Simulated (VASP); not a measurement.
# B2W (P6/mmm) in VASP: notebook

Runs on B2W. Level: LDA. Tasks: electric field gradients, single point.

All numbers are computed with VASP 6.6.1; they aren't measurements. Logs are shortened: lines on timing, memory, paths and dates and some standing lists are left out, and cuts for length are marked.

## Step 1: The cell of the first run

Symmetry: P6/mmm, No. 191, hexagonal system. Conventional cell: a = 3.020 Å, b = 3.020 Å, c = 3.050 Å, α = 90.00°, β = 90.00°, γ = 120.00°. Within 2.4 Å of B (site symmetry -6m2) lie 3 B at 1.74 Å and 6 W at 2.32 Å. Within 3.1 Å of W (site symmetry 6/mmm) lie 12 B at 2.32 Å and 8 W at 3.02 to 3.05 Å.

## Step 2: Electric field gradients, LDA

INCAR

```
SYSTEM = B2W
ALGO     = Normal         ! electronic algorithm
EDIFF    = 1E-8           ! SCF threshold, eV
ENCUT    = 520            ! plane-wave cutoff, eV
GGA      = CA             ! functional
ISIF     = 2              ! what is computed and relaxed
ISMEAR   = -1             ! smearing method
LASPH    = .True.         ! aspherical terms in the spheres
LCHARG   = .False.        ! write CHGCAR
LEFG     = .True.       
LREAL    = .False.        ! projectors in reciprocal space
LWAVE    = .False.        ! write WAVECAR
NBANDS   = 17             ! bands
NELM     = 60             ! most SCF steps
PREC     = Accurate       ! precision mode
SIGMA    = 0.05           ! smearing width, eV
```

KPOINTS

```
k-points
0
Gamma
  14 14 12
  0 0 0
```

POSCAR

```
B2W
1.0
    3.0200014205      0.0000000000      0.0000000000
   -1.5100007103      2.6153979496      0.0000000000
    0.0000000000      0.0000000000      3.0500000000
B W
2 1
Direct
    0.3333333333      0.6666666667      0.5000000000
    0.6666666667      0.3333333333      0.5000000000
    0.0000000000      0.0000000000      0.0000000000
```

Potentials or basis: VASP PAW LDA potentials, release 64 (B, W_sv).

The run is started by

```bash
> cat potpaw_LDA.64/B/POTCAR potpaw_LDA.64/W_sv/POTCAR > POTCAR
> mpirun -np 1 vasp_std > vasp.out
```

OUTCAR:

```text
SYSTEM = B2W
   EDIFF = 1E-8
   ENCUT = 520
   GGA = CA
   ISIF = 2
   ISMEAR = -1
   LASPH = .True.
   LREAL = .False.
   NELM = 60
   PREC = Accurate

 ion  position               nearest neighbor table
   1  0.333  0.667  0.500-   2 1.74   2 1.74   2 1.74   3 2.32   3 2.32   3 2.32   3 2.32   3 2.32
                             3 2.32
   2  0.667  0.333  0.500-   1 1.74   1 1.74   1 1.74   3 2.32   3 2.32   3 2.32   3 2.32   3 2.32
                             3 2.32
   3  0.000  0.000  0.000-   1 2.32   2 2.32   1 2.32   2 2.32   2 2.32   2 2.32   1 2.32   1 2.32
                             2 2.32   2 2.32   1 2.32   1 2.32

  LATTYP: Found a hexagonal cell.
 ALAT       =     3.0200014205
 C/A-ratio  =     1.0099332998

  Lattice vectors:

 A1 = (   3.0200014205,   0.0000000000,   0.0000000000)
 A2 = (  -1.5100007103,   2.6153979496,   0.0000000000)
 A3 = (   0.0000000000,   0.0000000000,   3.0500000000)

Analysis of symmetry for initial positions (statically):
=====================================================================
 Subroutine PRICEL returns:
 Original cell was already a primitive cell.

 Routine SETGRP: Setting up the symmetry group for a
 hexagonal supercell.

 Subroutine GETGRP returns: Found 24 space group operations
 (whereof 24 operations were pure point group operations)
 out of a pool of 24 trial point group operations.

The static configuration has the point symmetry D_6h.

Analysis of symmetry for dynamics (positions and initial velocities):
=====================================================================
 Subroutine PRICEL returns:
 Original cell was already a primitive cell.

 Routine SETGRP: Setting up the symmetry group for a
 hexagonal supercell.

 Subroutine GETGRP returns: Found 24 space group operations
 (whereof 24 operations were pure point group operations)
 out of a pool of 24 trial point group operations.

The dynamic configuration has the point symmetry D_6h.

 Subroutine INISYM returns: Found 24 space group operations
 (whereof 24 operations are pure point group operations),
 and found     1 'primitive' translations

----------------------------------------------------------------------------------------

[... 137 lines left out ...]
  ---------------------------------------------------
  free energy    TOTEN  =       -29.26755201 eV

  energy without entropy =      -29.25630912  energy(sigma->0) =      -29.26193057

 E-fermi :  13.6570     XC(G=0): -14.1574

 val. band max:       13.6517863799   @ k =   0.2143   0.2143   0.0833
 cond. band min:      13.6770044318   @ k =   0.0714   0.0714   0.3333
 fundamental gap:      0.0252180518
 Fermi energy:        13.6570170742

 k-point     1 :       0.0000    0.0000    0.0000
  band No.  band energies     occupation
      1     -61.0574      2.00000
      2     -25.6711      2.00000
      3     -25.3923      2.00000
      4     -25.3923      2.00000
      5      -2.9479      2.00000
      6       7.3712      2.00000
[... 457 lines left out ...]
      4     -25.5630      2.00000
      5       2.4567      2.00000
      6       2.8942      2.00000
[... 9 lines left out ...]
     16      24.0808      0.00000
     17      25.2897      0.00000

 [... further k-points ...]

------------------------ aborting loop because EDIFF is reached ----------------------------------------

  FORCE on cell =-STRESS in cart. coord.  units (eV):
  Direction    XX          YY          ZZ          XY          YZ          ZX
  --------------------------------------------------------------------------------------
  -------------------------------------------------------------------------------------
  Total        2.8092627      2.8092627      5.3469193     -0.0000000      0.0000000      0.0000000
  in kB      186.8349737    186.8349737    355.6063007     -0.0000000      0.0000000      0.0000000
  external PRESSURE =     243.0920827 kB  Pullay stress =       0.0000000 kB

 VOLUME and BASIS-vectors are now :
 -----------------------------------------------------------------------------
  energy-cutoff  :      520.00
  volume of cell :       24.09
      direct lattice vectors                 reciprocal lattice vectors
     3.020001420  0.000000000  0.000000000     0.331125672  0.191175496  0.000000000
    -1.510000710  2.615397950  0.000000000     0.000000000  0.382350992  0.000000000
     0.000000000  0.000000000  3.050000000     0.000000000  0.000000000  0.327868852

 POSITION                                       TOTAL-FORCE (eV/Angst)
 -----------------------------------------------------------------------------------
     -0.00000      1.74360      1.52500         0.000000     -0.000000     -0.000000
      1.51000      0.87180      1.52500        -0.000000      0.000000      0.000000
      0.00000      0.00000      0.00000         0.000000      0.000000      0.000000
 -----------------------------------------------------------------------------------
    total drift:                               -0.000000      0.000000      0.000000

  FREE ENERGIE OF THE ION-ELECTRON SYSTEM (eV)
  ---------------------------------------------------
  free  energy   TOTEN  =       -29.2675520128 eV

  energy  without entropy=      -29.2563091226  energy(sigma->0) =      -29.26193057

 Electric field gradients (V/A^2)
---------------------------------------------------------------------
 ion       V_xx      V_yy      V_zz      V_xy      V_xz      V_yz
---------------------------------------------------------------------
   1      -1.026    -1.026     2.051    -0.000     0.000    -0.000
   2      -1.026    -1.026     2.051    -0.000     0.000     0.000
   3      -7.761    -7.761    15.522    -0.000     0.000     0.000
---------------------------------------------------------------------

 Electric field gradients after diagonalization (V/A^2)
 (convention: |V_zz| > |V_xx| > |V_yy|)
----------------------------------------------------------------------
 ion       V_xx      V_yy      V_zz     asymmetry (V_yy - V_xx)/ V_zz
----------------------------------------------------------------------
   1      -1.026    -1.026     2.051       0.000
   2      -1.026    -1.026     2.051       0.000
   3      -7.761    -7.761    15.522       0.000
----------------------------------------------------------------------

           NMR quadrupolar parameters

 Cq : quadrupolar parameter    Cq=e*Q*V_zz/h
 eta: asymmetry parameters     (V_yy - V_xx)/ V_zz
 Q  : nuclear electric quadrupole moment in mb (millibarn)
----------------------------------------------------------------------
 ion       Cq(MHz)       eta       Q (mb)
----------------------------------------------------------------------
   1       0.005       0.000       1.000
   2       0.005       0.000       1.000
   3       0.038       0.000       1.000
----------------------------------------------------------------------
```

stdout:

```text
POSCAR found type information on POSCAR B W
 POSCAR found :  2 types and       3 ions
 scaLAPACK will be used
 LDA part: xc-table for (Slater(with rela. corr.)+CA(PZ))
 , standard interpolation
 POSCAR, INCAR and KPOINTS ok, starting setup
 FFT: planning ... GRIDC
 FFT: planning ... GRID_SOFT
 FFT: planning ... GRID
 WAVECAR not read
 entering main loop
ion   1

ion   2

ion   3
```

Run time: 68 s. Hardware: 1 thread of Intel Xeon 8259CL, shared host; peak memory 0.18 GiB.

Results:

```
Free energy                             : -29.2676 eV
Pressure                                : 24.3 GPa
Band gap on the k mesh                  : zero (bands 10 and 11 overlap by 4.76 eV)
Largest electric field gradient by atom : B +2.1; W +15.5 V/Å²
```

Electric field gradients, principal values (V/Å²):
| atom | least | middle | greatest (by size) |
| --- | --- | --- | --- |
| 1 B | -1.026 | -1.026 | 2.051 |
| 2 B | -1.026 | -1.026 | 2.051 |
| 3 W | -7.761 | -7.761 | 15.522 |

Caveat: the cell stands under pressure; without QUAD_EFG the Cq values of the log hold for a quadrupole moment of 1 mb, not for the nuclei; spin-orbit coupling is left out, which moves the levels of the heavy elements.

## Step 3: Electric field gradients, LDA

INCAR

```
PREC = Accurate
ENCUT = 520
EDIFF = 1E-8
ISMEAR = -1
SIGMA = 0.05
LREAL = False
LASPH = True
NELM = 100
ALGO = Normal
ISIF = 2
LWAVE = False
LCHARG = False
LEFG = True
NBANDS = 17
```

KPOINTS

```
Automatic mesh
0
Gamma
  14 14 12
```

POSCAR is that of step 2.

Potentials or basis: VASP PAW LDA potentials, release 64 (B, W_sv).

The run is started by

```bash
> cat potpaw_LDA.64/B/POTCAR potpaw_LDA.64/W_sv/POTCAR > POTCAR
> mpirun -np 1 vasp_std > vasp.out
```

OUTCAR:

```text
PREC = Accurate
   ENCUT = 520
   EDIFF = 1E-8
   ISMEAR = -1
   LREAL = False
   LASPH = True
   NELM = 100
   ISIF = 2

 ion  position               nearest neighbor table
   1  0.333  0.667  0.500-   2 1.74   2 1.74   2 1.74   3 2.32   3 2.32   3 2.32   3 2.32   3 2.32
                             3 2.32
   2  0.667  0.333  0.500-   1 1.74   1 1.74   1 1.74   3 2.32   3 2.32   3 2.32   3 2.32   3 2.32
                             3 2.32
   3  0.000  0.000  0.000-   1 2.32   2 2.32   1 2.32   2 2.32   2 2.32   2 2.32   1 2.32   1 2.32
                             2 2.32   2 2.32   1 2.32   1 2.32

  LATTYP: Found a hexagonal cell.
 ALAT       =     3.0200014205
 C/A-ratio  =     1.0099332998

  Lattice vectors:

 A1 = (   3.0200014205,   0.0000000000,   0.0000000000)
 A2 = (  -1.5100007103,   2.6153979496,   0.0000000000)
 A3 = (   0.0000000000,   0.0000000000,   3.0500000000)

Analysis of symmetry for initial positions (statically):
=====================================================================
 Subroutine PRICEL returns:
 Original cell was already a primitive cell.

[... 680 lines left out ...]
 -----------------------------------------------------------------------------------
     -0.00000      1.74360      1.52500         0.000000     -0.000000     -0.000000
      1.51000      0.87180      1.52500        -0.000000      0.000000      0.000000
      0.00000      0.00000      0.00000         0.000000      0.000000      0.000000
 -----------------------------------------------------------------------------------
    total drift:                               -0.000000      0.000000      0.000000

  FREE ENERGIE OF THE ION-ELECTRON SYSTEM (eV)
  ---------------------------------------------------
  free  energy   TOTEN  =       -29.2675520128 eV

  energy  without entropy=      -29.2563091226  energy(sigma->0) =      -29.26193057

 Electric field gradients (V/A^2)
---------------------------------------------------------------------
 ion       V_xx      V_yy      V_zz      V_xy      V_xz      V_yz
---------------------------------------------------------------------
   1      -1.026    -1.026     2.051    -0.000     0.000    -0.000
   2      -1.026    -1.026     2.051    -0.000     0.000     0.000
   3      -7.761    -7.761    15.522    -0.000     0.000     0.000
---------------------------------------------------------------------

 Electric field gradients after diagonalization (V/A^2)
 (convention: |V_zz| > |V_xx| > |V_yy|)
----------------------------------------------------------------------
 ion       V_xx      V_yy      V_zz     asymmetry (V_yy - V_xx)/ V_zz
----------------------------------------------------------------------
   1      -1.026    -1.026     2.051       0.000
   2      -1.026    -1.026     2.051       0.000
   3      -7.761    -7.761    15.522       0.000
----------------------------------------------------------------------

           NMR quadrupolar parameters

 Cq : quadrupolar parameter    Cq=e*Q*V_zz/h
 eta: asymmetry parameters     (V_yy - V_xx)/ V_zz
 Q  : nuclear electric quadrupole moment in mb (millibarn)
----------------------------------------------------------------------
 ion       Cq(MHz)       eta       Q (mb)
----------------------------------------------------------------------
   1       0.005       0.000       1.000
   2       0.005       0.000       1.000
   3       0.038       0.000       1.000
----------------------------------------------------------------------
```

OSZICAR:

```text
N       E                     dE             d eps       ncg     rms          rms(c)
DAV:   1     0.119732175463E+03    0.11973E+03   -0.10309E+04  5712   0.128E+03
DAV:   2    -0.290652877945E+02   -0.14880E+03   -0.14491E+03  6665   0.348E+02
DAV:   3    -0.328826676922E+02   -0.38174E+01   -0.37740E+01  6860   0.518E+01
DAV:   4    -0.329027962468E+02   -0.20129E-01   -0.20099E-01  6883   0.395E+00
DAV:   5    -0.329029027489E+02   -0.10650E-03   -0.10650E-03  6785   0.295E-01    0.368E+01
DAV:   6    -0.293188669083E+02    0.35840E+01   -0.13804E+01  6544   0.268E+01    0.102E+01
DAV:   7    -0.292872333218E+02    0.31634E-01   -0.30148E-01  6047   0.466E+00    0.650E+00
DAV:   8    -0.292681905349E+02    0.19043E-01   -0.14285E-02  7011   0.130E+00    0.453E-01
DAV:   9    -0.292675705862E+02    0.61995E-03   -0.10103E-03  6420   0.324E-01    0.846E-02
DAV:  10    -0.292675513982E+02    0.19188E-04   -0.72959E-05  6960   0.705E-02    0.108E-02
DAV:  11    -0.292675518768E+02   -0.47866E-06   -0.21850E-06  6236   0.140E-02    0.545E-03
DAV:  12    -0.292675520272E+02   -0.15041E-06   -0.55579E-07  6816   0.549E-03    0.188E-03
DAV:  13    -0.292675520132E+02    0.14055E-07   -0.35970E-08  6330   0.128E-03    0.145E-04
DAV:  14    -0.292675520128E+02    0.37517E-09   -0.12865E-09  3097   0.336E-04
   1 F= -.29267552E+02 E0= -.29261931E+02  d E =-.112429E-01
```

stdout:

```text
POSCAR found type information on POSCAR B W
 POSCAR found :  2 types and       3 ions
 scaLAPACK will be used
 LDA part: xc-table for (Slater(with rela. corr.)+CA(PZ))
 , standard interpolation
 POSCAR, INCAR and KPOINTS ok, starting setup
 FFT: planning ... GRIDC
 FFT: planning ... GRID_SOFT
 FFT: planning ... GRID
 WAVECAR not read
 entering main loop
ion   1

ion   2

ion   3
```

Run time: 62 s. Hardware: 1 thread of Intel Xeon 8259CL, shared host; peak memory 0.18 GiB.

Results:

```
Free energy                             : -29.2676 eV
Pressure                                : 24.3 GPa
Band gap on the k mesh                  : zero (bands 10 and 11 overlap by 4.76 eV)
Largest electric field gradient by atom : B +2.1; W +15.5 V/Å²
```

Electric field gradients, principal values (V/Å²):
| atom | least | middle | greatest (by size) |
| --- | --- | --- | --- |
| 1 B | -1.026 | -1.026 | 2.051 |
| 2 B | -1.026 | -1.026 | 2.051 |
| 3 W | -7.761 | -7.761 | 15.522 |

Caveat: the cell stands under pressure; without QUAD_EFG the Cq values of the log hold for a quadrupole moment of 1 mb, not for the nuclei; spin-orbit coupling is left out, which moves the levels of the heavy elements.

## Step 4: Single point, LDA

POSCAR is that of step 3.

INCAR.step1

```
SYSTEM = B2W
PREC     = Accurate       ! precision mode
ENCUT    = 520            ! plane-wave cutoff, eV
EDIFF    = 1E-6           ! SCF threshold, eV
ISMEAR   = -1             ! smearing method
SIGMA    = 0.05           ! smearing width, eV
LREAL    = .False.        ! projectors in reciprocal space
LASPH    = .True.         ! aspherical terms in the spheres
NELM     = 80             ! most SCF steps
ALGO     = Normal         ! electronic algorithm
ISIF     = 2              ! what is computed and relaxed
LWAVE    = .False.        ! write WAVECAR
LCHARG   = .True.         ! write CHGCAR
LMAXMIX  = 4              ! l up to which the mixer works
GGA      = CA             ! functional
NBANDS   = 17             ! bands
```

KPOINTS.step1

```
regular mesh
0
Gamma
  14 14 12
  0 0 0
```

INCAR.step2

```
SYSTEM = B2W
PREC     = Accurate       ! precision mode
ENCUT    = 520            ! plane-wave cutoff, eV
EDIFF    = 1E-6           ! SCF threshold, eV
ISMEAR   = -5             ! smearing method
SIGMA    = 0.05           ! smearing width, eV
LREAL    = .False.        ! projectors in reciprocal space
LASPH    = .True.         ! aspherical terms in the spheres
NELM     = 80             ! most SCF steps
ALGO     = Normal         ! electronic algorithm
ISIF     = 2              ! what is computed and relaxed
LWAVE    = .False.        ! write WAVECAR
LCHARG   = .False.        ! write CHGCAR
LMAXMIX  = 4              ! l up to which the mixer works
GGA      = CA             ! functional
LORBIT   = 11             ! projections on sites
NEDOS    = 1001           ! points of the DOS
ICHARG   = 11             ! starting density
```

KPOINTS.step2

```
regular mesh
0
Gamma
  21 21 18
  0 0 0
```

The run is started by

```bash
> cat potpaw_LDA.64/B/POTCAR potpaw_LDA.64/W_sv/POTCAR > POTCAR
> cp INCAR.step1 INCAR
> cp KPOINTS.step1 KPOINTS
> mpirun -np 1 vasp_std > vasp.out
> cp INCAR.step2 INCAR
> cp KPOINTS.step2 KPOINTS
> mpirun -np 1 vasp_std > vasp.out
```

It took 2.1 min on 1 thread of Intel Xeon 8259CL, shared host; peak memory 0.29 GiB.

The run converged. Its results:

```yaml
Valence_electrons_inside_the_program's_atomic_spheres: B 2.10; W 12.42
```

Levels at points of the mesh, in eV from the Fermi level:
```tsv
k point	band 6	band 7	band 8	band 9	band 10	band 11	band 12	band 13	band 14
(0.00, 0.00, 0.00)	-6.31	-6.31	-6.22	-3.73	0.33	0.33	3.30	3.31	3.47
(0.00, 0.00, 0.50)	-11.45	-3.74	-3.74	-3.02	-3.02	-2.74	-2.74	0.73	3.26
```

Caveat: spin-orbit coupling is left out, which moves the levels of the heavy elements; tetrahedron occupations give inexact forces and stress in metals.
